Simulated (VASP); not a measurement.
# AlN (R3m) in VASP: notebook, part 2 of 2

VASP 6.6.1. Earlier steps stand in the parts before.

## 3. Single point, PBEsol

This run uses another cell than the first one, of the same volume but with other edges.

The input, INCAR:

```
  PREC = Accurate
  ENCUT = 520
  EDIFF = 1E-7
  ISMEAR = 0
  SIGMA = 0.05
  LREAL = False
  LASPH = True
  NELM = 80
  ALGO = Normal
  ISIF = 2
  LWAVE = False
  LCHARG = True
  GGA = PS
  LELF = True
  LVHAR = True
  NBANDS = 11
```

The input, KPOINTS:

```
Automatic mesh
0
Gamma
  10 10 10
```

The input, POSCAR:

```
AlN
1.0
   -0.1044152225      2.1330538303      2.1330538303
    2.1330538303     -0.1044152225      2.1330538303
    2.1330538303      2.1330538303     -0.1044152225
Al N
1 1
Direct
    0.0000000000      0.0000000000      0.0000000000
    0.7500000000      0.7500000000      0.7500000000
```

Potentials or basis: VASP PAW PBE potentials, release 64 (Al, N).

Run with:

```console
cat potpaw_PBE.64/Al/POTCAR potpaw_PBE.64/N/POTCAR > POTCAR
mpirun -np 1 vasp_std > vasp.out
```

OUTCAR:

```text
PREC = Accurate
   ENCUT = 520
   EDIFF = 1E-7
   ISMEAR = 0
   LREAL = False
   LASPH = True
   NELM = 80
   ISIF = 2
   GGA = PS

 ion  position               nearest neighbor table
   1  0.000  0.000  0.000-   2 1.80   2 1.92   2 1.92   2 1.92
   2  0.750  0.750  0.750-   1 1.80   1 1.92   1 1.92   1 1.92

  LATTYP: Found a trigonal (rhomboedric) cell.
 ALAT       =     3.0184002095
 COS(alpha) =     0.4505091948

  Lattice vectors:

 A1 = (  -0.1044152225,   2.1330538303,   2.1330538303)
 A2 = (   2.1330538303,  -0.1044152225,   2.1330538303)
 A3 = (   2.1330538303,   2.1330538303,  -0.1044152225)

Analysis of symmetry for initial positions (statically):
=====================================================================
 Subroutine PRICEL returns:
 Original cell was already a primitive cell.

 Routine SETGRP: Setting up the symmetry group for a
 trigonal (rhombohedral) supercell.

 Subroutine GETGRP returns: Found  6 space group operations
 (whereof  6 operations were pure point group operations)
 out of a pool of 12 trial point group operations.

The static configuration has the point symmetry C_3v.

[... 163 lines left out ...]
 cond. band min:       9.0179865531   @ k =   0.5000   0.5000  -0.0000
 fundamental gap:      2.9108191984
 Fermi energy:         6.3923539780

 k-point     1 :       0.0000    0.0000    0.0000
  band No.  band energies     occupation
      1      -9.0869      2.00000
      2       5.7631      2.00000
      3       5.7631      2.00000
      4       6.1072      2.00000
      5       9.8917      0.00000
      6      17.7319      0.00000
      7      17.7319      0.00000
      8      19.8355      0.00000
      9      23.4892      0.00000
     10      23.4892      0.00000
     11      24.5987      0.00000
[... 309 lines left out ...]
 k-point    24 :       0.4000    0.3000    0.0000
  band No.  band energies     occupation
      1      -7.0536      2.00000
      2       1.6627      2.00000
      3       3.9606      2.00000
      4       4.7467      2.00000
      5      10.6666      0.00000
      6      15.3251      0.00000
      7      17.8882      0.00000
      8      20.5128      0.00000
      9      20.8725      0.00000
     10      27.1801      0.00000
     11      29.0269      0.00000

 [... further k-points ...]
[... 5 lines left out ...]
  --------------------------------------------------------------------------------------
  -------------------------------------------------------------------------------------
  Total        0.3730025      0.3730025      0.3730025      1.5187084      1.5187084      1.5187084
  in kB       28.6839050     28.6839050     28.6839050    116.7887230    116.7887230    116.7887230
  external PRESSURE =      28.6839050 kB  Pullay stress =       0.0000000 kB

 VOLUME and BASIS-vectors are now :
 -----------------------------------------------------------------------------
  energy-cutoff  :      520.00
  volume of cell :       20.83
      direct lattice vectors                 reciprocal lattice vectors
    -0.104415223  2.133053830  2.133053830    -0.217860085  0.229073471  0.229073471
     2.133053830 -0.104415223  2.133053830     0.229073471 -0.217860085  0.229073471
     2.133053830  2.133053830 -0.104415223     0.229073471  0.229073471 -0.217860085

 POSITION                                       TOTAL-FORCE (eV/Angst)
 -----------------------------------------------------------------------------------
      0.00000      0.00000      0.00000         0.616417      0.616417      0.616417
      3.12127      3.12127      3.12127        -0.616417     -0.616417     -0.616417
 -----------------------------------------------------------------------------------
    total drift:                               -0.000248     -0.000248     -0.000248

  FREE ENERGIE OF THE ION-ELECTRON SYSTEM (eV)
  ---------------------------------------------------
  free  energy   TOTEN  =       -15.5026440595 eV

  energy  without entropy=      -15.5026440595  energy(sigma->0) =      -15.50264406
```

OSZICAR:

```text
N       E                     dE             d eps       ncg     rms          rms(c)
DAV:   1     0.952515517694E+01    0.95252E+01   -0.38460E+03  2624   0.606E+02
DAV:   2    -0.169598682938E+02   -0.26485E+02   -0.25382E+02  3051   0.136E+02
DAV:   3    -0.177760516016E+02   -0.81618E+00   -0.81515E+00  3142   0.226E+01
DAV:   4    -0.177802668311E+02   -0.42152E-02   -0.42149E-02  2863   0.177E+00
DAV:   5    -0.177803156077E+02   -0.48777E-04   -0.48776E-04  3119   0.185E-01    0.836E+00
DAV:   6    -0.155487844067E+02    0.22315E+01   -0.10965E+01  2950   0.164E+01    0.287E+00
DAV:   7    -0.155221322732E+02    0.26652E-01   -0.15506E-01  2894   0.307E+00    0.203E+00
DAV:   8    -0.155037786463E+02    0.18354E-01   -0.30188E-02  2864   0.158E+00    0.519E-01
DAV:   9    -0.155026277745E+02    0.11509E-02   -0.37136E-03  3086   0.386E-01    0.214E-01
DAV:  10    -0.155026396940E+02   -0.11920E-04   -0.26951E-04  2849   0.116E-01    0.179E-02
DAV:  11    -0.155026438201E+02   -0.41261E-05   -0.94422E-06  3047   0.252E-02    0.110E-02
DAV:  12    -0.155026440531E+02   -0.23294E-06   -0.12653E-06  2918   0.752E-03    0.181E-03
DAV:  13    -0.155026440595E+02   -0.63865E-08   -0.59462E-08  1666   0.202E-03
   1 F= -.15502644E+02 E0= -.15502644E+02  d E =-.209740E-18
```

stdout:

```text
POSCAR found type information on POSCAR AlN
 POSCAR found :  2 types and       2 ions
 scaLAPACK will be used
 -----------------------------------------------------------------------------
|                                                                             |
|                                                                             |
|     You enforced a specific xc type in the INCAR file but a different       |
|     I HOPE YOU KNOW WHAT YOU ARE DOING!                                     |
|                                                                             |
 -----------------------------------------------------------------------------

 LDA part: xc-table for (Slater+PW92), standard interpolation
 POSCAR, INCAR and KPOINTS ok, starting setup
 FFT: planning ... GRIDC
 FFT: planning ... GRID_SOFT
 FFT: planning ... GRID
 WAVECAR not read
 entering main loop
```

It used 11 s of CPU time on 1 thread of Intel Xeon 6975P-C (shared host).

Results:

* Free energy: -15.5026 eV
* Pressure: 2.9 GPa
* Largest force: 1.068 eV/Å
* Band gap on the k mesh: 2.91 eV, indirect (least direct gap 3.78 eV)

Forces in eV/Å, atoms in the order of the input:
```
Al   0.616  0.616  0.616
N   -0.616 -0.616 -0.616
```

Levels at points of the mesh, in eV from the valence-band top:
```tsv
k point	band 1	band 2	band 3	band 4	band 5	band 6	band 7	band 8	band 9
(0.00, 0.00, 0.00)	-15.19	-0.34	-0.34	0.00	3.78	11.62	11.62	13.73	17.38
(0.50, 0.00, 0.00)	-13.20	-6.22	-0.67	-0.53	7.21	9.41	10.59	11.78	17.63
(0.50, 0.50, 0.00)	-12.46	-5.17	-2.31	-1.69	2.91	8.36	13.44	15.14	15.75
(0.50, 0.50, 0.50)	-12.82	-5.88	-0.99	-0.99	6.46	9.45	10.05	10.05	17.58
```

Caveat: the PAW data sets were made with another functional, which shifts forces and pressure a little.

## 4. Single point, PBEsol

This run uses another cell than the first one, of the same volume but with other edges.

The input, INCAR:

```
  PREC = Accurate
  ENCUT = 520
  EDIFF = 1E-6
  ISMEAR = 0
  SIGMA = 0.05
  LREAL = F
  LASPH = T
  NELM = 80
  ALGO = Normal
  ISIF = 2
  LWAVE = F
  LCHARG = F
  GGA = PS
  NBANDS = 11
```

The input, KPOINTS:

```
regular mesh
0
Gamma
  10 10 10
```

The input, POSCAR:

```
AlN
1.0
    0.1135295273      2.2422081634      2.2422081634
    2.2422081634      0.1135295273      2.2422081634
    2.2422081634      2.2422081634      0.1135295273
Al N
1 1
Direct
    0.0000000000      0.0000000000      0.0000000000
    0.7500000000      0.7500000000      0.7500000000
```

Run with:

```console
cat potpaw_PBE.64/Al/POTCAR potpaw_PBE.64/N/POTCAR > POTCAR
mpirun -np 1 vasp_std > vasp.out
```

Run time: 16 s. Hardware: 1 thread of Intel Xeon 6975P-C, shared host; peak memory 0.15 GiB.

It converged, with:

```
Free energy            : -15.4980 eV
Pressure               : 2.9 GPa
Largest force          : 0.577 eV/Å
Band gap on the k mesh : 2.97 eV, indirect (least direct gap 3.78 eV)
```

Forces on the atoms (eV/Å):
```
Al  -0.333 -0.333 -0.333
N    0.333  0.333  0.333
```

Stress tensor (GPa, compression positive):
```
  2.90 -11.05 -11.05
-11.05   2.90 -11.05
-11.05 -11.05   2.90
```

Levels at points of the mesh, in eV from the valence-band top:
| k point | band 1 | band 2 | band 3 | band 4 | band 5 | band 6 | band 7 | band 8 |
| --- | --- | --- | --- | --- | --- | --- | --- | --- |
| (0.00, 0.00, 0.00) | -15.13 | -0.47 | 0.00 | 0.00 | 3.78 | 11.24 | 13.03 | 13.03 |
| (0.50, 0.00, 0.00) | -12.93 | -5.99 | -0.81 | -0.63 | 6.82 | 9.30 | 10.43 | 11.18 |
| (0.50, 0.50, 0.00) | -12.39 | -5.10 | -2.23 | -1.63 | 2.97 | 8.43 | 13.39 | 15.56 |
| (0.50, 0.50, 0.50) | -13.35 | -6.30 | -0.34 | -0.34 | 7.84 | 9.52 | 11.71 | 11.71 |

Caveat: the PAW data sets were made with another functional, which shifts forces and pressure a little. A k mesh can miss the band edges.

## 5. Summary

| cell | gap on the mesh (eV) | pressure (GPa) | largest force (eV/Å) |
| --- | --- | --- | --- |
| a = 3.890 Å, angles 38.9°, 2 atoms | none | 54.3 | 0.43 |
| a = 3.018 Å, angles 63.2°, 2 atoms | 2.91 | 2.9 | 1.07 |
| a = 3.173 Å, angles 56.6°, 2 atoms | 2.97 | 2.9 | 0.58 |

Alike in all rows: task single point; level PBEsol; potentials or basis VASP PAW PBE potentials, release 64 (Al, N); no spin polarisation; k mesh 10 × 10 × 10; cutoff (eV) 520; smearing gaussian 0.05 eV.

Caveats: the PAW data sets were made with another functional, which shifts forces and pressure a little.

Total energies depend on the potentials used, so only differences within one code and one set of settings carry meaning.
